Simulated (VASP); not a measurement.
# TiSi16 (a cell with a defect) in VASP: notebook

The runs below take TiSi16 (a cell with a defect) through single point, with PBEsol.

All numbers are computed with VASP 6.6.1; they aren't measurements. Logs are shortened: lines on timing, memory, paths and dates and some standing lists are left out, and cuts for length are marked.

### Step 1. The cell of the first run

The cell holds a defect, 17 atoms: a = 7.679 Å, b = 7.679 Å, c = 7.679 Å, α = 60.00°, β = 60.00°, γ = 60.00°.

### Step 2. Single point, PBEsol

Contents of INCAR:

```
SYSTEM = TiSi16
PREC = Accurate ; ENCUT = 520
EDIFF = 1E-7 ; ISMEAR = -1
SIGMA = 0.02 ; LREAL = Auto
LASPH = .True. ; NELM = 100
ALGO = Normal ; ISIF = 2
LWAVE = .False. ; LCHARG = .False.
GGA = PS ; NBANDS = 52
```

Contents of KPOINTS:

```
regular mesh
0
Gamma
  2 2 2
  0 0 0
```

Contents of POSCAR:

```
TiSi16
1.0
    0.0000000000      5.4300000000      5.4300000000
    5.4300000000      0.0000000000      5.4300000000
    5.4300000000      5.4300000000      0.0000000000
Si Ti
16 1
Direct
   -0.1244198895      0.0966482505      0.0021546961
    0.0628729282      0.1606629834      0.1376979742
   -0.0091620626     -0.0264732965      0.5247974217
    0.1267127072      0.1079465930      0.6300276243
   -0.0610773481      0.5290883978      0.0456261510
    0.1121270718      0.7330110497      0.0027716390
   -0.1347974217      0.4271362799      0.7186095764
    0.0796040516      0.5794567219      0.6801933702
    0.4574493554     -0.0029005525      0.0123480663
    0.3682504604      0.2577532228      0.1282872928
    0.4705156538     -0.0045672192      0.4602578269
    0.5729742173      0.1097697974      0.6333425414
    0.4776519337      0.6517403315     -0.1519797422
    0.5472283610      0.6545764273      0.1117955801
    0.4380570902      0.4708195212      0.4748526703
    0.6067311234      0.6230294659      0.4667863720
    0.8652117864      0.8227992634      0.4058195212
```

Potentials or basis: VASP PAW PBE potentials, release 64 (Si, Ti_sv).

Run with:

```
$ cat potpaw_PBE.64/Si/POTCAR potpaw_PBE.64/Ti_sv/POTCAR > POTCAR
$ mpirun -np 1 vasp_std > vasp.out
```

OUTCAR:

```text
SYSTEM = TiSi16
   PREC = Accurate
   ENCUT = 520
   EDIFF = 1E-7
   ISMEAR = -1
   LREAL = Auto
   LASPH = .True.
   NELM = 100
   ISIF = 2
   GGA = PS

 ion  position               nearest neighbor table
   1  0.876  0.097  0.002-   7 2.37   6 2.45   2 2.47   4 2.51  17 2.73
   2  0.063  0.161  0.138-   5 2.32   3 2.47   1 2.47   9 2.48  10 2.75  17 2.96
   3  0.991  0.974  0.525-   4 2.36   2 2.47  17 2.48   8 2.49  12 2.63
   4  0.127  0.108  0.630-  11 2.20   3 2.36   7 2.43   1 2.51   6 2.87
   5  0.939  0.529  0.046-   2 2.32   6 2.34   8 2.34  14 2.51  10 3.08  16 3.12
   6  0.112  0.733  0.003-  13 2.31   5 2.34   1 2.45   4 2.87  17 2.93  10 3.05
   7  0.865  0.427  0.719-   8 2.29   1 2.37   4 2.43  13 2.54  17 2.78  16 2.81
   8  0.080  0.579  0.680-   7 2.29  15 2.33   5 2.34   3 2.49  17 2.66
   9  0.457  0.997  0.012-  14 2.16  10 2.25  12 2.38   2 2.48
  10  0.368  0.258  0.128-   9 2.25  11 2.54   2 2.75  13 2.95   6 3.05   5 3.08
  11  0.471  0.995  0.460-   4 2.20  12 2.46  16 2.49  17 2.53  10 2.54  13 2.83
  12  0.573  0.110  0.633-  15 2.29   9 2.38  11 2.46   3 2.63  17 2.82
  13  0.478  0.652  0.848-   6 2.31  14 2.35   7 2.54  16 2.67  11 2.83  10 2.95
  14  0.547  0.655  0.112-   9 2.16  15 2.32  13 2.35   5 2.51  16 2.86
  15  0.438  0.471  0.475-  16 2.10  12 2.29  14 2.32   8 2.33
  16  0.607  0.623  0.467-  15 2.10  11 2.49  13 2.67   7 2.81  17 2.81  14 2.86   5 3.12
  17  0.865  0.823  0.406-   3 2.48  11 2.53   8 2.66   1 2.73   7 2.78  16 2.81  12 2.82   6 2.93
                             2 2.96

  LATTYP: Found a face centered cubic cell.
 ALAT       =    10.8600000000

  Lattice vectors:

 A1 = (   0.0000000000,   5.4300000000,   5.4300000000)
 A2 = (   5.4300000000,   0.0000000000,   5.4300000000)
 A3 = (   5.4300000000,   5.4300000000,   0.0000000000)

Analysis of symmetry for initial positions (statically):
=====================================================================
 Subroutine PRICEL returns:
 Original cell was already a primitive cell.

 Routine SETGRP: Setting up the symmetry group for a
 face centered cubic supercell.

 Subroutine GETGRP returns: Found  1 space group operations
 (whereof  1 operations were pure point group operations)
 out of a pool of 48 trial point group operations.

The static configuration has the point symmetry C_1 .

Analysis of symmetry for dynamics (positions and initial velocities):
=====================================================================
 Subroutine PRICEL returns:
 Original cell was already a primitive cell.

 Routine SETGRP: Setting up the symmetry group for a
 face centered cubic supercell.

 Subroutine GETGRP returns: Found  1 space group operations
 (whereof  1 operations were pure point group operations)
 out of a pool of 48 trial point group operations.

[... 123 lines left out ...]
   PSTRESS=    0.0 pullay stress
   NELECT =      76.0000    total number of electrons
   NUPDOWN=      -1.0000    fix difference up-down
   EMIN   =  10.00;   EMAX   =-10.00  energy-range for DOS
   EFERMI =   0.00;   METHOD = LEGACY
   ISMEAR =    -1;   SIGMA  =   0.02  broadening in eV -4-tet -1-fermi 0-gaus
   EFERMI_NEDOS =   21; number of points for ismear=-14 and -15
   IALGO  =     38    algorithm
   IMIX   =      4    mixing-type and parameters
     AMIX     =   0.40;   BMIX     =  1.00
     AMIX_MAG =   1.60;   BMIX_MAG =  1.00
  volume/ion in A,a.u.               =      18.84       127.11
  Fermi-wavevector in a.u.,A,eV,Ry     =   1.013607  1.915439 13.978610  1.027399
  Thomas-Fermi vector in A             =   2.146786
   LORBIT       =      0    0 simple, 1 ext, 2 COOP (PROOUT), +10 PAW based schemes
   GGA     = PS    functional components
   LHFCALC =     F    Hartree Fock is set to
   AEXX    =    0.0000 exact exchange contribution
   IVDW    =     0    specifies the selected vdW correction
   LEPSILON=     F    determine dielectric tensor
   LRPA    =     F    only Hartree local field effects (RPA)
 non-spin polarized calculation
  energy-cutoff  :      520.00
  volume of cell :      320.21
 maximum number of plane-waves:      8646
 NGX is ok and might be reduce to    60
   NGX = 29   NGY = 29   NGZ = 29

 number of electron      76.0000000 magnetization

 Free energy of the ion-electron system (eV)
  ---------------------------------------------------
  ext. energy  EPLUGINS =         0.00000000
  ---------------------------------------------------
  free energy    TOTEN  =       -93.24417093 eV

  energy without entropy =      -93.22495364  energy(sigma->0) =      -93.23456229

 E-fermi :   6.6451     XC(G=0):  -9.9705

 val. band max:        6.6348093982   @ k =   0.5000   0.5000   0.5000
 cond. band min:       6.6566610073   @ k =   0.0000   0.0000   0.5000
 fundamental gap:      0.0218516090
 Fermi energy:         6.6450723986

 k-point     1 :       0.0000    0.0000    0.0000
  band No.  band energies     occupation
      1     -50.3243      2.00000
      2     -26.7683      2.00000
      3     -26.7320      2.00000
      4     -26.6482      2.00000
      5      -5.9178      2.00000
      6      -3.9046      2.00000
[... 413 lines left out ...]
     49       9.5342      0.00000
     50       9.5561      0.00000
 [bands above 50 left out]

------------------------ aborting loop because EDIFF is reached ----------------------------------------

  FORCE on cell =-STRESS in cart. coord.  units (eV):
  Direction    XX          YY          ZZ          XY          YZ          ZX
  --------------------------------------------------------------------------------------
  -------------------------------------------------------------------------------------
  Total        2.1685687     -2.8865853     -0.7624910      0.0042977      3.0148143      5.1603704
  in kB       10.8506131    -14.4432687     -3.8151867      0.0215040     15.0848734     25.8203411
  external PRESSURE =      -2.4692808 kB  Pullay stress =       0.0000000 kB

 VOLUME and BASIS-vectors are now :
 -----------------------------------------------------------------------------
  energy-cutoff  :      520.00
  volume of cell :      320.21
      direct lattice vectors                 reciprocal lattice vectors
     0.000000000  5.430000000  5.430000000    -0.092081031  0.092081031  0.092081031
     5.430000000  0.000000000  5.430000000     0.092081031 -0.092081031  0.092081031
     5.430000000  5.430000000  0.000000000     0.092081031  0.092081031 -0.092081031

 POSITION                                       TOTAL-FORCE (eV/Angst)
 -----------------------------------------------------------------------------------
      0.53650      4.76610      5.27920         0.470550      0.502321     -0.519231
      1.62010      1.08910      1.21380        -0.814665      0.752734     -0.530899
      8.13590      8.22990     10.66650         0.421864     -0.506600     -0.071964
      4.00720      4.10910      1.27420         0.822078     -0.534632     -1.413035
      3.12070      5.34610      7.97130         0.505735     -0.577690     -0.294867
      3.99530      0.62390      4.58910         1.302041     -0.064715     -0.217870
[... 9 lines left out ...]
      5.91770      5.82920      6.67760         1.743783      2.296981      3.460915
      6.67140      6.90170      9.16590        -0.210838     -0.841570     -0.190505
 -----------------------------------------------------------------------------------
    total drift:                                0.000127     -0.007139     -0.006483

  FREE ENERGIE OF THE ION-ELECTRON SYSTEM (eV)
  ---------------------------------------------------
  free  energy   TOTEN  =       -93.2441709300 eV

  energy  without entropy=      -93.2249536443  energy(sigma->0) =      -93.23456229
```

stdout:

```text
POSCAR found type information on POSCAR SiTi
 POSCAR found :  2 types and      17 ions
 scaLAPACK will be used
 -----------------------------------------------------------------------------
|                                                                             |
|                                                                             |
|     You enforced a specific xc type in the INCAR file but a different       |
|     I HOPE YOU KNOW WHAT YOU ARE DOING!                                     |
|                                                                             |
 -----------------------------------------------------------------------------

 LDA part: xc-table for (Slater+PW92), standard interpolation
 POSCAR, INCAR and KPOINTS ok, starting setup
 FFT: planning ... GRIDC
 FFT: planning ... GRID_SOFT
 FFT: planning ... GRID
 WAVECAR not read
 entering main loop
```

It took 3.7 min on 1 thread of AMD EPYC 9R45 (Zen 5), shared host; peak memory 0.47 GiB.

Results:

* Free energy: -93.2442 eV
* Pressure: -0.2 GPa
* Largest force: 4.505 eV/Å
* Band gap on the k mesh: zero (bands 38 and 39 overlap by 0.40 eV)

Forces in eV/Å, atoms in the order of the input:
```
Si   0.471  0.502 -0.519
Si  -0.815  0.753 -0.531
Si   0.422 -0.507 -0.072
Si   0.822 -0.535 -1.413
Si   0.506 -0.578 -0.295
Si   1.302 -0.065 -0.218
Si  -0.722 -1.114 -0.836
Si   0.143 -0.210  0.786
Si   0.777 -1.871  1.014
Si   1.028  0.604  0.757
Si  -0.981  0.196  0.799
Si  -1.113  0.977 -0.050
Si  -1.108  0.008  0.180
Si  -1.569  1.550 -0.457
Si  -0.694 -1.167 -2.416
Si   1.744  2.297  3.461
Ti  -0.211 -0.842 -0.191
```

Stress tensor (GPa, compression positive):
```
 1.09  0.00  2.58
 0.00 -1.44  1.51
 2.58  1.51 -0.38
```

Levels at points of the mesh, in eV from the Fermi level:
```
           k point  band 36  band 37  band 38  band 39  band 40  band 41
(0.00, 0.00, 0.00)    -0.67    -0.58    -0.27    -0.18     0.09     0.25
(0.50, 0.00, 0.00)    -0.75    -0.48    -0.30     0.02     0.42     0.62
(0.00, 0.50, 0.00)    -0.62    -0.44    -0.02     0.29     0.43     0.65
(0.00, 0.00, 0.50)    -0.59    -0.30    -0.11     0.01     0.12     0.46
(0.50, 0.50, 0.50)    -0.82    -0.34    -0.05    -0.01     0.43     0.58
(0.50, 0.50, 0.00)    -0.59    -0.31     0.02     0.20     0.27     0.76
(0.00, 0.50, 0.50)    -0.43    -0.15     0.23     0.26     0.65     0.74
(0.50, 0.00, 0.50)    -0.69    -0.34    -0.03     0.39     0.54     0.75
```

Caveat: the k points lie up to 0.50 Å⁻¹ apart; the atoms stand as in a frame of molecular dynamics; the PAW data sets were made with another functional, which shifts forces and pressure a little.

### Step 3. Single point, PBEsol

Contents of INCAR:

```
PREC = Accurate
ENCUT = 520
EDIFF = 1E-7
ISMEAR = -1
SIGMA = 0.02
LREAL = Auto
LASPH = T
NELM = 60
ALGO = Normal
ISIF = 2
LWAVE = F
LCHARG = T
GGA = PS
LELF = T
LVHAR = T
NBANDS = 52
```

Contents of KPOINTS:

```
regular mesh
0
Gamma
  2 2 2
```

Contents of POSCAR:

```
TiSi16
1.0
    0.0000000000      5.4300000000      5.4300000000
    5.4300000000      0.0000000000      5.4300000000
    5.4300000000      5.4300000000      0.0000000000
Si Ti
16 1
Direct
   -0.2171178637      0.1127900552      0.0579834254
    0.0525046041      0.1222651934      0.1046224678
   -0.0205985267      0.0045948435      0.4938397790
    0.0902762431      0.0315837937      0.7273112339
   -0.0463167587      0.4805893186      0.0484714549
    0.1009760589      0.7267034991      0.0405340700
   -0.1303222836      0.4186279926      0.7960497238
    0.1066206262      0.6318692449      0.6233609576
    0.4211510129      0.0608011050     -0.0536187845
    0.4300552486      0.3146961326      0.0615469613
    0.4328453039      0.0783149171      0.3901197053
    0.5671546961      0.1654788214      0.5848895028
    0.5275138122      0.6490976059     -0.2647145488
    0.6236648250      0.6867587477     -0.0548802947
    0.4367127072      0.5384438306      0.3661049724
    0.6390791897      0.7150276243      0.3753222836
    0.8383609576      0.8748802947      0.3872375691
```

Potentials or basis: VASP PAW PBE potentials, release 64 (Si, Ti_sv).

Run with:

```
$ cat potpaw_PBE.64/Si/POTCAR potpaw_PBE.64/Ti_sv/POTCAR > POTCAR
$ mpirun -np 1 vasp_std > vasp.out
```

OUTCAR:

```text
PREC = Accurate
   ENCUT = 520
   EDIFF = 1E-7
   ISMEAR = -1
   LREAL = Auto
   LASPH = T
   NELM = 60
   ISIF = 2
   GGA = PS

 ion  position               nearest neighbor table
   1  0.783  0.113  0.058-   2 2.31   7 2.35  10 2.35  17 2.36   4 2.55  11 2.64   6 2.76  16 3.12

   2  0.053  0.122  0.105-   1 2.31   5 2.32   9 2.35   3 2.49  17 2.54   7 2.74   6 3.13
   3  0.979  0.005  0.494-   8 2.34  17 2.37   4 2.46   2 2.49  12 2.60
   4  0.090  0.032  0.727-   6 2.38   3 2.46   1 2.55  11 2.64   7 2.76
   5  0.954  0.481  0.048-   2 2.32  14 2.51   6 2.61   7 2.62   8 2.67  16 3.08
[... 648 lines left out ...]
  Total       -5.0679982      0.8392446     -1.4125171      1.2896896     -2.5306417      0.1322861
  in kB      -25.3581488      4.1992297     -7.0676463      6.4530688    -12.6622753      0.6619046
  external PRESSURE =      -9.4088551 kB  Pullay stress =       0.0000000 kB

 VOLUME and BASIS-vectors are now :
 -----------------------------------------------------------------------------
  energy-cutoff  :      520.00
  volume of cell :      320.21
      direct lattice vectors                 reciprocal lattice vectors
     0.000000000  5.430000000  5.430000000    -0.092081031  0.092081031  0.092081031
     5.430000000  0.000000000  5.430000000     0.092081031 -0.092081031  0.092081031
     5.430000000  5.430000000  0.000000000     0.092081031  0.092081031 -0.092081031

 POSITION                                       TOTAL-FORCE (eV/Angst)
 -----------------------------------------------------------------------------------
      0.92730      4.56590      4.86350        -0.919011     -0.834093     -0.728212
      1.23200      0.85320      0.94900        -0.040456      1.068093      0.375669
      2.70650      7.99970      5.34310         1.766162      0.387741      0.559492
      4.12080      4.43950      0.66170        -0.669743     -0.790240      0.767328
      2.87280      5.44170      7.78810         0.624557     -0.864931      1.592865
      4.16610      0.76840      4.49430         0.285198      0.178956     -0.661446
[... 9 lines left out ...]
      5.92060      5.50820      7.35280        -1.036912     -1.203032     -0.965859
      6.85330      6.65500      9.30290        -0.713490      0.884900     -1.413868
 -----------------------------------------------------------------------------------
    total drift:                                0.002111     -0.005994      0.004254

  FREE ENERGIE OF THE ION-ELECTRON SYSTEM (eV)
  ---------------------------------------------------
  free  energy   TOTEN  =       -92.9914350838 eV

  energy  without entropy=      -92.9742933565  energy(sigma->0) =      -92.98286422
```

OSZICAR:

```text
N       E                     dE             d eps       ncg     rms          rms(c)
DAV:   1     0.326618260858E+03    0.32662E+03   -0.30831E+04   856   0.127E+03
DAV:   2    -0.571313426905E+02   -0.38375E+03   -0.36393E+03   948   0.244E+02
DAV:   3    -0.936010746448E+02   -0.36470E+02   -0.35071E+02  1208   0.666E+01
DAV:   4    -0.964608440968E+02   -0.28598E+01   -0.28383E+01  1328   0.164E+01
DAV:   5    -0.965470005235E+02   -0.86156E-01   -0.86116E-01  1088   0.258E+00    0.179E+01
DAV:   6    -0.949952623733E+02    0.15517E+01   -0.20876E+01  1164   0.221E+01    0.142E+01
DAV:   7    -0.939015082838E+02    0.10938E+01   -0.30861E+01  1136   0.265E+01    0.873E+00
DAV:   8    -0.931836521291E+02    0.71786E+00   -0.16728E+00   980   0.592E+00    0.416E+00
DAV:   9    -0.929939031960E+02    0.18975E+00   -0.10215E+00  1256   0.454E+00    0.101E+00
DAV:  10    -0.929911375687E+02    0.27656E-02   -0.78847E-02  1032   0.124E+00    0.595E-01
DAV:  11    -0.929923339596E+02   -0.11964E-02   -0.74385E-03  1096   0.407E-01    0.418E-01
DAV:  12    -0.929913866393E+02    0.94732E-03   -0.46839E-03  1096   0.378E-01    0.842E-02
DAV:  13    -0.929914254840E+02   -0.38845E-04   -0.37113E-04  1032   0.816E-02    0.355E-02
DAV:  14    -0.929914354614E+02   -0.99775E-05   -0.53843E-05  1064   0.323E-02    0.147E-02
DAV:  15    -0.929914345393E+02    0.92210E-06   -0.98099E-06  1128   0.126E-02    0.502E-03
DAV:  16    -0.929914351486E+02   -0.60923E-06   -0.17520E-06  1136   0.496E-03    0.201E-03
DAV:  17    -0.929914350838E+02    0.64774E-07   -0.20853E-07   696   0.187E-03
   1 F= -.92991435E+02 E0= -.92982864E+02  d E =-.171417E-01
```

Wall time 3.6 min (1 thread of AMD EPYC 9R45 (Zen 5), shared host); peak memory 0.47 GiB.

Results:

```
Free energy            : -92.9914 eV
Pressure               : -0.9 GPa
Largest force          : 3.016 eV/Å
Band gap on the k mesh : zero (bands 38 and 39 overlap by 0.16 eV)
```

Forces on the atoms (eV/Å):
```
Si  -0.919 -0.834 -0.728
Si  -0.040  1.068  0.376
Si   1.766  0.388  0.559
Si  -0.670 -0.790  0.767
Si   0.625 -0.865  1.593
Si   0.285  0.179 -0.661
Si  -1.469 -0.147  0.852
Si   0.008  0.480 -0.751
Si   0.424  0.951  0.284
Si  -0.571 -2.116  0.429
Si   1.010  1.798 -0.935
Si  -1.251 -1.201  0.908
Si   0.092 -0.007 -1.048
Si   2.921  0.729 -0.183
Si  -0.460  0.685  0.918
Si  -1.037 -1.203 -0.966
Ti  -0.713  0.885 -1.414
```

Caveat: the k points lie up to 0.50 Å⁻¹ apart; the atoms stand as in a frame of molecular dynamics; the PAW data sets were made with another functional, which shifts forces and pressure a little.

The gap in the log of VASP goes by the Fermi energy; the results here count the filled bands.